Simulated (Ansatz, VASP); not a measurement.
## One calculation of TaVN2, two programs

```xyz
4
Lattice="2.9876 0.0000 0.0000 0.0000 2.9876 0.0000 0.0000 0.0000 4.2084" Properties=species:S:1:pos:R:3 pbc="T T T"
Ta    0.0000    0.0000    0.0000
V     1.4938    1.4938    2.1042
N     1.4938    1.4938    0.0000
N     0.0000    0.0000    2.1042
```

Alike in both runs: task single point; functional r2SCAN; k mesh 9 × 9 × 6; occupations fermi-dirac, width 0.05 eV; collinear spin.

|  | VASP | Ansatz |
| --- | --- | --- |
| version | VASP 6.6.1 | Ansatz 0.2.0 |
| potentials or method | VASP PAW PBE potentials, release 64 (Ta_pv, V_sv, N) | Ansatz PAW |
| plane-wave cutoff (eV) | 520 | 500 |
| valence electrons in the cell | 34 | 36 |

VASP gave:

```
gap on the k mesh at the Fermi level (eV)                     : none
pressure (GPa)                                                : 16.3
traceless stress, the component that is largest in VASP (GPa) : -1.44
net moment per atom (μB)                                      : 0.00
size of the moment on the site where the two differ most (μB) : 0.00
```

Question: What did Ansatz give for the same quantities?

Answer: gap on the k mesh at the Fermi level (eV): none; pressure (GPa): 21.4; traceless stress, the component that is largest in VASP (GPa): 0.80; net moment per atom (μB): 0.42; size of the moment on the site where the two differ most (μB): 1.38.

The net moments are unlike, so the other rows may belong to different states. VASP's potentials were made for PBE, not for r2SCAN. Site moments also hang on the region over which each program counts them. A gap of «none» marks a metal or a gap that the smearing closes. VASP's potentials hold 34 valence electrons a cell and Ansatz's 36, so a difference there can come from the potentials and not from the codes.

Spin-orbit coupling is off throughout. Noted on Ansatz's run: the magnetic or orbital state may not be the lowest.
